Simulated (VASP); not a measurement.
# CaGaC4N4 (P4/mmm) in VASP: a series of runs

CaGaC4N4 is run at these levels: PBE; tasks: single point.

Program: VASP 6.6.1. These are calculated values, not measurements. Logs are shortened: lines on timing, memory, paths and dates and some standing lists are left out, and cuts for length are marked.

**1. The cell of the first run**

The structure is tetragonal, space group P4/mmm (No. 123). The conventional cell has a = 7.938 Å, b = 7.938 Å, c = 3.835 Å, α = 90.00°, β = 90.00°, γ = 90.00°. Within 3.3 Å of Ca (site symmetry 4/mmm) lie 4 C at 2.49 Å. Within 2.6 Å of Ga (site symmetry 4/mmm) lie 4 N at 1.95 Å. Within 1.6 Å of C (site symmetry m2m) lie 1 N at 1.17 Å. Within 1.6 Å of N (site symmetry m2m) lie 1 C at 1.17 Å.

**2. Single point, PBE**

Contents of INCAR:

```
SYSTEM = CaGaC4N4
PREC     = Accurate       ! precision mode
ENCUT    = 520            ! plane-wave cutoff, eV
EDIFF    = 1E-6           ! SCF threshold, eV
ISMEAR   = 0              ! smearing method
SIGMA    = 0.1            ! smearing width, eV
LREAL    = .False.        ! projectors in reciprocal space
LASPH    = .True.         ! aspherical terms in the spheres
NELM     = 60             ! most SCF steps
ALGO     = Normal         ! electronic algorithm
ISIF     = 2              ! what is computed and relaxed
LWAVE    = .False.        ! write WAVECAR
LCHARG   = .False.        ! write CHGCAR
GGA      = PE             ! functional
NBANDS   = 40             ! bands
```

Contents of KPOINTS:

```
regular mesh
0
Gamma
  6 6 10
  0 0 0
```

Contents of POSCAR:

```
CaGaC4N4
1.0
    7.9375113268      0.0000000000      0.0000000000
    0.0000000000      7.9375113268      0.0000000000
    0.0000000000      0.0000000000      3.8348635506
Ca Ga C N
1 1 4 4
Direct
    0.0000000000      0.0000000000      0.0000000000
    0.5000000000      0.5000000000      0.0000000000
    0.2219495056      0.7780504944      0.0000000000
    0.7780504944      0.2219495056      0.0000000000
    0.2219495056      0.2219495056      0.0000000000
    0.7780504944      0.7780504944      0.0000000000
    0.3263162571      0.6736837429      0.0000000000
    0.6736837429      0.3263162571      0.0000000000
    0.3263162571      0.3263162571      0.0000000000
    0.6736837429      0.6736837429      0.0000000000
```

Potentials or basis: VASP PAW PBE potentials, release 64 (Ca_sv, Ga_d, C, N).

On the command line:

```bash
cat potpaw_PBE.64/Ca_sv/POTCAR potpaw_PBE.64/Ga_d/POTCAR potpaw_PBE.64/C/POTCAR potpaw_PBE.64/N/POTCAR > POTCAR
mpirun -np 1 vasp_std > vasp.out
```

OUTCAR:

```text
SYSTEM = CaGaC4N4
   PREC = Accurate
   ENCUT = 520
   EDIFF = 1E-6
   ISMEAR = 0
   LREAL = .False.
   LASPH = .True.
   NELM = 60
   ISIF = 2
   GGA = PE

 ion  position               nearest neighbor table
   1  0.000  0.000  0.000-   3 2.49   4 2.49   5 2.49   6 2.49
   2  0.500  0.500  0.000-   7 1.95   8 1.95   9 1.95  10 1.95
   3  0.222  0.778  0.000-   7 1.17   1 2.49
   4  0.778  0.222  0.000-   8 1.17   1 2.49
   5  0.222  0.222  0.000-   9 1.17   1 2.49
   6  0.778  0.778  0.000-  10 1.17   1 2.49
   7  0.326  0.674  0.000-   3 1.17   2 1.95
   8  0.674  0.326  0.000-   4 1.17   2 1.95
   9  0.326  0.326  0.000-   5 1.17   2 1.95
  10  0.674  0.674  0.000-   6 1.17   2 1.95

  LATTYP: Found a simple tetragonal cell.
 ALAT       =     7.9375113268
 C/A-ratio  =     0.4831317264

  Lattice vectors:

 A1 = (   7.9375113268,   0.0000000000,   0.0000000000)
 A2 = (   0.0000000000,   7.9375113268,   0.0000000000)
 A3 = (   0.0000000000,   0.0000000000,   3.8348635506)

Analysis of symmetry for initial positions (statically):
=====================================================================
 Subroutine PRICEL returns:
 Original cell was already a primitive cell.

 Routine SETGRP: Setting up the symmetry group for a
 simple tetragonal supercell.

 Subroutine GETGRP returns: Found 16 space group operations
 (whereof 16 operations were pure point group operations)
 out of a pool of 16 trial point group operations.

The static configuration has the point symmetry D_4h.

Analysis of symmetry for dynamics (positions and initial velocities):
=====================================================================
 Subroutine PRICEL returns:
 Original cell was already a primitive cell.

 Routine SETGRP: Setting up the symmetry group for a
 simple tetragonal supercell.

 Subroutine GETGRP returns: Found 16 space group operations
 (whereof 16 operations were pure point group operations)
 out of a pool of 16 trial point group operations.

The dynamic configuration has the point symmetry D_4h.

 Subroutine INISYM returns: Found 16 space group operations
 (whereof 16 operations are pure point group operations),
 and found     1 'primitive' translations

----------------------------------------------------------------------------------------

                                     Primitive cell

  volume of cell :     241.6121

  direct lattice vectors                    reciprocal lattice vectors
     7.937511327  0.000000000  0.000000000     0.125984072  0.000000000  0.000000000
     0.000000000  7.937511327  0.000000000     0.000000000  0.125984072  0.000000000
     0.000000000  0.000000000  3.834863551     0.000000000  0.000000000  0.260765471

  length of vectors
     7.937511327  7.937511327  3.834863551     0.125984072  0.125984072  0.260765471

  position of ions in fractional coordinates (direct lattice)
     0.000000000  0.000000000  0.000000000
     0.500000000  0.500000000  0.000000000
     0.221949506  0.778050494  0.000000000
     0.778050494  0.221949506  0.000000000
     0.221949506  0.221949506  0.000000000
     0.778050494  0.778050494  0.000000000
     0.326316257  0.673683743  0.000000000
     0.673683743  0.326316257  0.000000000
     0.326316257  0.326316257  0.000000000
     0.673683743  0.673683743  0.000000000

  ion indices of the primitive-cell ions
   primitive index   ion index
                 1           1
                 2           2
                 3           3
                 4           4
                 5           5
                 6           6
                 7           7
                 8           8
                 9           9
                10          10

----------------------------------------------------------------------------------------

 KPOINTS: regular mesh

Automatic generation of k-mesh.
 Grid dimensions read from file:
 generate k-points for:    6    6   10

 Generating k-lattice:

  Cartesian coordinates                     Fractional coordinates (reciprocal lattice)
     0.020997345  0.000000000  0.000000000     0.166666667  0.000000000  0.000000000
     0.000000000  0.020997345  0.000000000     0.000000000  0.166666667  0.000000000
     0.000000000  0.000000000  0.026076547     0.000000000  0.000000000  0.100000000

  Length of vectors
     0.020997345  0.020997345  0.026076547

  Shift w.r.t. Gamma in fractional coordinates (k-lattice)
     0.000000000  0.000000000  0.000000000

 Subroutine IBZKPT returns following result:
 ===========================================

 Found     60 irreducible k-points:

 Following reciprocal coordinates:
            Coordinates               Weight
  0.000000  0.000000  0.000000      1.000000
  0.166667  0.000000  0.000000      4.000000
  0.333333  0.000000  0.000000      4.000000
  0.500000  0.000000  0.000000      2.000000
  0.166667  0.166667  0.000000      4.000000
  0.333333  0.166667  0.000000      8.000000
[... 16 lines left out ...]
  0.333333  0.000000  0.200000      8.000000
  0.500000  0.000000  0.200000      4.000000
 [... further k-points ...]
   k-points           NKPTS =     60   k-points in BZ     NKDIM =     60   number of bands    NBANDS=     40
   number of dos      NEDOS =    301   number of ions     NIONS =     10
   total plane-waves  NPLWV = 108000
   dimension x,y,z NGX =    60 NGY =   60 NGZ =   30
   dimension x,y,z NGXF=   120 NGYF=  120 NGZF=   60
   ions per type =               1   1   4   4
   NGX,Y,Z   is equivalent  to a cutoff of  12.57, 12.57, 13.01 a.u.
   NGXF,Y,Z  is equivalent  to a cutoff of  25.13, 25.13, 26.01 a.u.
 SYSTEM =  CaGaC4N4
   PREC   = accura    normal or accurate (medium, high low for compatibility)
   ISTART =      0    job   : 0-new  1-cont  2-samecut
   ICHARG =      2    charge: 1-file 2-atom 10-const
   ISPIN  =      1    spin polarized calculation?
   LNONCOLLINEAR =      F non collinear calculations
   LSORBIT =      F    spin-orbit coupling
   LASPH  =      T    aspherical Exc in radial PAW
   ENCUT  =  520.0 eV  38.22 Ry    6.18 a.u.  14.76 14.76  7.13*2*pi/ulx,y,z
   NELM   =     60;   NELMIN=  2; NELMDL= -5     # of ELM steps
   EDIFF  = 0.1E-05   stopping-criterion for ELM
   LREAL  =      F    real-space projection
   EDIFFG = 0.1E-04   stopping-criterion for IOM
   NSW    =      0    number of steps for IOM
   IBRION =     -1    ionic relax: 0-MD 1-quasi-New 2-CG
   NFREE  =      0    steps in history (QN), initial steepest desc. (CG)
   ISIF   =      2    stress and relaxation
   ISYM   =      2    0-nonsym 1-usesym 2-fastsym
   POTIM  = 0.5000    time-step for ionic-motion
   TEBEG  =    0.0;   TEEND  =   0.0 temperature during run
   PSTRESS=    0.0 pullay stress
   NELECT =      59.0000    total number of electrons
   NUPDOWN=      -1.0000    fix difference up-down
   EMIN   =  10.00;   EMAX   =-10.00  energy-range for DOS
   EFERMI =   0.00;   METHOD = LEGACY
   ISMEAR =     0;   SIGMA  =   0.10  broadening in eV -4-tet -1-fermi 0-gaus
   EFERMI_NEDOS =   21; number of points for ismear=-14 and -15
   IALGO  =     38    algorithm
   IMIX   =      4    mixing-type and parameters
     AMIX     =   0.40;   BMIX     =  1.00
     AMIX_MAG =   1.60;   BMIX_MAG =  1.00
  volume/ion in A,a.u.               =      24.16       163.05
  Fermi-wavevector in a.u.,A,eV,Ry     =   1.023260  1.933681 14.246128  1.047061
  Thomas-Fermi vector in A             =   2.156984
   LORBIT       =      0    0 simple, 1 ext, 2 COOP (PROOUT), +10 PAW based schemes
   GGA     = PE    functional components
   LHFCALC =     F    Hartree Fock is set to
   AEXX    =    0.0000 exact exchange contribution
   IVDW    =     0    specifies the selected vdW correction
   LEPSILON=     F    determine dielectric tensor
   LRPA    =     F    only Hartree local field effects (RPA)
 non-spin polarized calculation
 Gauss-broadening in eV      SIGMA  =   0.10
  energy-cutoff  :      520.00
  volume of cell :      241.61
 maximum number of plane-waves:      6544
 NGX is ok and might be reduce to    60
   NGX = 29   NGY = 29   NGZ = 15

 number of electron      58.9999997 magnetization

 Free energy of the ion-electron system (eV)
  ---------------------------------------------------
  ext. energy  EPLUGINS =         0.00000000
  ---------------------------------------------------
  free energy    TOTEN  =       -71.59318217 eV

  energy without entropy =      -71.58999150  energy(sigma->0) =      -71.59158683

 E-fermi :   0.4541     XC(G=0):  -6.6437

 val. band max:        0.3933671318   @ k =   0.5000   0.3333   0.3000
 cond. band min:       0.4747319528   @ k =   0.0000   0.0000   0.2000
 fundamental gap:      0.0813648210
 Fermi energy:         0.4540779662

 k-point     1 :       0.0000    0.0000    0.0000
  band No.  band energies     occupation
      1     -41.6789      2.00000
      2     -22.9284      2.00000
      3     -22.5884      2.00000
      4     -22.5884      2.00000
      5     -19.0561      2.00000
      6     -18.7992      2.00000
[... 32 lines left out ...]
     39       4.2540      0.00000
     40       4.8551      0.00000

 k-point     2 :       0.1667    0.0000    0.0000
  band No.  band energies     occupation
      1     -41.6789      2.00000
      2     -22.9284      2.00000
      3     -22.5884      2.00000
      4     -22.5884      2.00000
      5     -19.0541      2.00000
      6     -18.8016      2.00000
[... 32 lines left out ...]
     39       4.2545      0.00000
     40       4.6970      0.00000

 k-point     3 :       0.3333    0.0000    0.0000
  band No.  band energies     occupation
      1     -41.6789      2.00000
      2     -22.9284      2.00000
      3     -22.5884      2.00000
      4     -22.5884      2.00000
      5     -19.0498      2.00000
      6     -18.8064      2.00000
[... 32 lines left out ...]
     39       4.3237      0.00000
     40       4.3956      0.00000

 k-point     4 :       0.5000    0.0000    0.0000
  band No.  band energies     occupation
      1     -41.6789      2.00000
      2     -22.9284      2.00000
      3     -22.5884      2.00000
      4     -22.5884      2.00000
      5     -19.0477      2.00000
      6     -18.8089      2.00000
[... 32 lines left out ...]
     39       3.9868      0.00000
     40       4.0842      0.00000
[... 772 lines left out ...]
     39       4.3073      0.00000
     40       4.7423      0.00000

 k-point    23 :       0.3333    0.0000    0.2000
  band No.  band energies     occupation
      1     -41.6768      2.00000
      2     -22.9584      2.00000
      3     -22.5853      2.00000
      4     -22.5853      2.00000
      5     -19.0341      2.00000
      6     -18.7922      2.00000
[... 32 lines left out ...]
     39       3.9165      0.00000
     40       4.3974      0.00000

 k-point    24 :       0.5000    0.0000    0.2000
  band No.  band energies     occupation
      1     -41.6768      2.00000
      2     -22.9584      2.00000
      3     -22.5853      2.00000
      4     -22.5853      2.00000
      5     -19.0320      2.00000
      6     -18.7946      2.00000
[... 32 lines left out ...]
     39       3.9340      0.00000
     40       4.0444      0.00000

 [... further k-points ...]

------------------------ aborting loop because EDIFF is reached ----------------------------------------

  FORCE on cell =-STRESS in cart. coord.  units (eV):
  Direction    XX          YY          ZZ          XY          YZ          ZX
  --------------------------------------------------------------------------------------
  -------------------------------------------------------------------------------------
  Total        0.8120533      0.8120533     -0.1811046      0.0000000      0.0000000      0.0000000
  in kB        5.3848858      5.3848858     -1.2009401      0.0000000      0.0000000      0.0000000
  external PRESSURE =       3.1896105 kB  Pullay stress =       0.0000000 kB

 VOLUME and BASIS-vectors are now :
 -----------------------------------------------------------------------------
  energy-cutoff  :      520.00
  volume of cell :      241.61
      direct lattice vectors                 reciprocal lattice vectors
     7.937511327  0.000000000  0.000000000     0.125984072  0.000000000  0.000000000
     0.000000000  7.937511327  0.000000000     0.000000000  0.125984072  0.000000000
     0.000000000  0.000000000  3.834863551     0.000000000  0.000000000  0.260765471

 POSITION                                       TOTAL-FORCE (eV/Angst)
 -----------------------------------------------------------------------------------
      0.00000      0.00000      0.00000         0.000000      0.000000     -0.000000
      3.96876      3.96876      0.00000         0.000000      0.000000     -0.000000
      1.76173      6.17578      0.00000        -0.249047      0.249047      0.000000
      6.17578      1.76173      0.00000         0.249047     -0.249047     -0.000000
      1.76173      1.76173      0.00000        -0.249047     -0.249047     -0.000000
      6.17578      6.17578      0.00000         0.249047      0.249047     -0.000000
      2.59014      5.34737      0.00000         0.264798     -0.264798     -0.000000
      5.34737      2.59014      0.00000        -0.264798      0.264798      0.000000
      2.59014      2.59014      0.00000         0.264798      0.264798      0.000000
      5.34737      5.34737      0.00000        -0.264798     -0.264798     -0.000000
 -----------------------------------------------------------------------------------
    total drift:                                0.000000      0.000000     -0.000000

  FREE ENERGIE OF THE ION-ELECTRON SYSTEM (eV)
  ---------------------------------------------------
  free  energy   TOTEN  =       -71.5931821733 eV

  energy  without entropy=      -71.5899914957  energy(sigma->0) =      -71.59158683
```

Wall time 30 min (1 thread of Intel Xeon 8259CL, shared host); peak memory 0.71 GiB.

Results:

* Free energy: -71.5932 eV
* Pressure: 0.3 GPa
* Largest force: 0.374 eV/Å
* Band gap on the k mesh: zero (an odd number of electrons rules out a gap without spin polarisation)

Forces in eV/Å, atoms in the order of the input:
```
Ca   0.000  0.000  0.000
Ga   0.000  0.000  0.000
C   -0.249  0.249  0.000
C    0.249 -0.249  0.000
C   -0.249 -0.249  0.000
C    0.249  0.249  0.000
N    0.265 -0.265  0.000
N   -0.265  0.265  0.000
N    0.265  0.265  0.000
N   -0.265 -0.265  0.000
```

Stress tensor (GPa, compression positive):
```
 0.54  0.00  0.00
 0.00  0.54  0.00
 0.00  0.00 -0.12
```

**3. Single point, PBE, collinear spin, ferromagnetic start**

This run uses another cell than the first one, of 22.71 Å³/atom.

Contents of INCAR:

```
SYSTEM = CaGaC4N4
  PREC = Accurate
  ENCUT = 520
  EDIFF = 1E-7
  ISMEAR = 0
  SIGMA = 0.1
  LREAL = .False.
  LASPH = .True.
  NELM = 150
  ALGO = Normal
  ISIF = 2
  LWAVE = .False.
  LCHARG = .True.
  ISPIN = 2
  MAGMOM = 0 0 1 1 1 1 1 1 1 1
  LORBIT = 11
  GGA = PE
  LELF = .True.
  LVHAR = .True.
  NBANDS = 44
```

Contents of KPOINTS:

```
regular mesh
0
Gamma
  4 4 4
  0 0 0
```

Contents of POSCAR:

```
CaGaC4N4
1.0
    7.4401775500      0.0000000000      0.0000000000
    0.0000000000      7.4401775500      0.0000000000
    0.0000000000      0.0000000000      4.1016666500
Ca Ga C N
1 1 4 4
Direct
    0.0000000000      0.0000000000      0.0000000000
    0.5000000000      0.5000000000      0.0000000000
    0.2001520600      0.7998479400      0.0000000000
    0.7998479400      0.2001520600      0.0000000000
    0.2001520600      0.2001520600      0.0000000000
    0.7998479400      0.7998479400      0.0000000000
    0.3113476500      0.6886523500      0.0000000000
    0.6886523500      0.3113476500      0.0000000000
    0.3113476500      0.3113476500      0.0000000000
    0.6886523500      0.6886523500      0.0000000000
```

Potentials or basis: VASP PAW PBE potentials, release 64 (Ca_sv, Ga_d, C, N).

On the command line:

```bash
cat potpaw_PBE.64/Ca_sv/POTCAR potpaw_PBE.64/Ga_d/POTCAR potpaw_PBE.64/C/POTCAR potpaw_PBE.64/N/POTCAR > POTCAR
mpirun -np 1 vasp_std > vasp.out
```

It took 12 min on 1 thread of Intel Xeon 8259CL, shared host; peak memory 0.57 GiB.

It converged, with:

```
Free energy                                           : -68.6695 eV
Pressure                                              : 8.8 GPa
Largest force                                         : 3.628 eV/Å
Net moment                                            : 0.42 μB per cell
Site moments                                          : Ca +0.01; Ga +0.10; C +0.02; N -0.00 μB
Valence electrons inside the program's atomic spheres : Ca 8.53; Ga 11.54; C 2.62; N 3.90
```

Forces on the atoms (eV/Å):
```
Ca   0.000  0.000  0.000
Ga   0.000  0.000  0.000
C    2.566 -2.566  0.000
C   -2.566  2.566  0.000
C    2.566  2.566  0.000
C   -2.566 -2.566  0.000
N    0.924 -0.924  0.000
N   -0.924  0.924  0.000
N    0.924  0.924  0.000
N   -0.924 -0.924  0.000
```

Stress tensor (GPa, compression positive):
```
13.61  0.00  0.00
 0.00 13.61  0.00
 0.00  0.00 -0.71
```

Levels at points of the mesh, in eV from the Fermi level:
Spin up:
```
           k point  band 26  band 27  band 28  band 29  band 30  band 31  band 32  band 33  band 34  band 35
(0.00, 0.00, 0.00)    -4.68    -4.58    -4.19    -4.19     0.28     0.72     1.16     1.39     1.91     1.91
(0.50, 0.00, 0.00)    -4.91    -4.84    -4.42    -3.64     0.74     0.80     0.89     1.43     2.10     2.33
(0.50, 0.50, 0.00)    -5.21    -5.10    -3.88    -3.88     0.71     1.22     1.46     1.59     1.92     1.92
(0.00, 0.00, 0.50)    -4.61    -4.55    -4.00    -4.00    -0.86     0.43     0.94     0.94     1.90     2.15
(0.50, 0.00, 0.50)    -4.86    -4.80    -4.22    -3.49    -0.82     0.88     0.89     1.18     1.95     2.24
(0.50, 0.50, 0.50)    -5.21    -5.09    -3.73    -3.73    -0.38     0.97     0.97     1.11     1.36     1.90
```
Spin down:
```tsv
k point	band 25	band 26	band 27	band 28	band 29	band 30	band 31	band 32	band 33	band 34
(0.00, 0.00, 0.00)	-4.96	-4.66	-4.57	-4.15	-4.15	0.29	1.07	1.37	1.40	1.97
(0.50, 0.00, 0.00)	-5.07	-4.90	-4.83	-4.38	-3.61	0.75	1.06	1.15	1.44	2.15
(0.50, 0.50, 0.00)	-5.19	-5.19	-5.07	-3.85	-3.85	1.07	1.23	1.47	1.84	1.98
(0.00, 0.00, 0.50)	-5.13	-4.59	-4.55	-3.97	-3.97	-0.53	0.44	0.99	0.99	2.11
(0.50, 0.00, 0.50)	-5.30	-4.85	-4.79	-4.18	-3.46	-0.49	0.89	0.94	1.23	2.13
(0.50, 0.50, 0.50)	-5.41	-5.21	-5.07	-3.71	-3.71	0.05	1.02	1.02	1.15	1.37
```

Caveat: the k points lie up to 0.38 Å⁻¹ apart; a moment this small can come from the mesh or the smearing; forces of over 1 eV/Å act on the atoms, so gaps and moduli don't describe the material at rest.

The gap in the log of VASP goes by the Fermi energy; the results here count the filled bands.